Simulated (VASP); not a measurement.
Input of a VASP 6.6.1 run:

Contents of INCAR:

```
SYSTEM = BaTiO3
PREC = Accurate
ENCUT = 600
EDIFF = 1E-6
ISMEAR = 0
SIGMA = 0.02
LREAL = .FALSE.
LASPH = .TRUE.
NELM = 120
ALGO = Normal
ISIF = 2
LWAVE = .FALSE.
LCHARG = .FALSE.
GGA = PE
NBANDS = 51
GGA_COMPAT = .FALSE.
```

The input KPOINTS:

```
Automatic mesh
0
G
  6 6 6
  0 0 0
```

Contents of POSCAR:

```
BaTiO3
1.0
    0.0000000000      4.0192477480      4.0192477480
    4.0192477480      0.0000000000      4.0192477480
    4.0192477480      4.0192477480      0.0000000000
Ba Ti O
2 2 6
Direct
    0.2500000000      0.2500000000      0.2500000000
    0.7500000000      0.7500000000      0.7500000000
    0.0000000000      0.0000000000      0.0000000000
    0.5000000000      0.5000000000      0.5000000000
   -0.2500000000      0.2500000000      0.2500000000
    0.2500000000     -0.2500000000      0.2500000000
    0.2500000000      0.2500000000     -0.2500000000
    0.2500000000      0.7500000000      0.7500000000
    0.7500000000      0.2500000000      0.7500000000
    0.7500000000      0.7500000000      0.2500000000
```

Potentials or basis: VASP PAW PBE potentials, release 64 (Ba_sv, Ti_sv, O).

Launch:

```sh
$ cat potpaw_PBE.64/Ba_sv/POTCAR potpaw_PBE.64/Ti_sv/POTCAR potpaw_PBE.64/O/POTCAR > POTCAR
$ mpirun -np 1 vasp_std > vasp.out
```

(1) What does it give for the pressure?

(2) Predict the band gap on the k mesh.

## Answers

(1) 1.5 GPa.

(2) 1.72 eV.

Caveat: spin-orbit coupling is left out, which moves the levels of the heavy elements.
